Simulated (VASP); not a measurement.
Al2Au:

```
Al Au
1.0
     0.00000    3.00000    3.00000
     3.00000    0.00000    3.00000
     3.00000    3.00000    0.00000
Al Au
2 1
Direct
  0.25000 0.25000 0.25000
  0.75000 0.75000 0.75000
  0.00000 0.00000 0.00000
```

Base run:

| Item | Value |
| --- | --- |
| Program | VASP 6.6.1 |
| Functional | PBE |
| Potentials or basis | VASP PAW PBE potentials, release 64 (Al, Au) |
| Cutoff | 400 eV |
| k mesh | 10 × 10 × 10 |
| Occupations | fermi-dirac, width 0.05 eV |
| Spin | no spin polarisation |

Its results: pressure 3.2 GPa.

Q: The run is repeated on the same cell with these changes: functional from PBE to r2SCAN; cutoff from 400 eV to 440 eV. What comes out?

A: Pressure 0.4 GPa.

Caveats: the PAW data sets were made with another functional, which shifts forces and pressure a little (some runs).
